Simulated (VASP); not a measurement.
Set up this calculation in VASP 6.6.1, as the native input.

| Item | Value |
| --- | --- |
| Task | single point |
| Functional | PBE |
| Potentials or basis | VASP PAW PBE potentials, release 64 (Re, F) |
| Cutoff | 520 eV |
| k mesh | 6 × 6 × 6 |
| Occupations | gaussian, width 0.1 eV |
| Spin | collinear spin |
| Starting moments | [0.12, 0.0] μB |
| Dipole correction | no |
| Further INCAR settings | ALGO = Normal; EDIFF = 1e-06; NBANDS = 18 |

The structure of ReF lies in POSCAR:

```
ReF
1.0
    2.6598400356      0.0000000000      0.0000000000
   -1.3299200178      2.3034890408      0.0000000000
    0.0000000000      0.0000000000      4.1491407158
Re F
1 1
Direct
    0.0000000000      0.0000000000      0.0000000000
    0.6666666667      0.3333333333      0.5000000000
```

These files were run (other wordings do the same):

INCAR

```
ALGO = Normal ; EDIFF = 1E-6
ENCUT = 520 ; GGA = PE
ISIF = 2 ; ISMEAR = 0
ISPIN = 2 ; LASPH = T
LCHARG = F ; LMAXMIX = 4
LORBIT = 11 ; LREAL = F
LWAVE = F ; MAGMOM = 0.12 0
NBANDS = 18 ; NELM = 150
PREC = Accurate ; SIGMA = 0.1
```

KPOINTS

```
k-points
0
Gamma
  6 6 6
```

Potentials or basis: VASP PAW PBE potentials, release 64 (Re, F).

Launch:

```bash
$ cat potpaw_PBE.64/Re/POTCAR potpaw_PBE.64/F/POTCAR > POTCAR
$ mpirun -np 1 vasp_std > vasp.out
```

Results of the run:

The pressure is -0.8 GPa. The net moment is 0.24 μB per cell, the site moments are Re +0.22; F +0.00 μB and the valence electrons inside the program's atomic spheres are Re 5.72; F 6.00.

Caveat: the k points lie up to 0.45 Å⁻¹ apart.

Wall time 38 s on 1 thread of Intel Xeon 8259CL, on a shared host, peak memory 0.16 GiB.
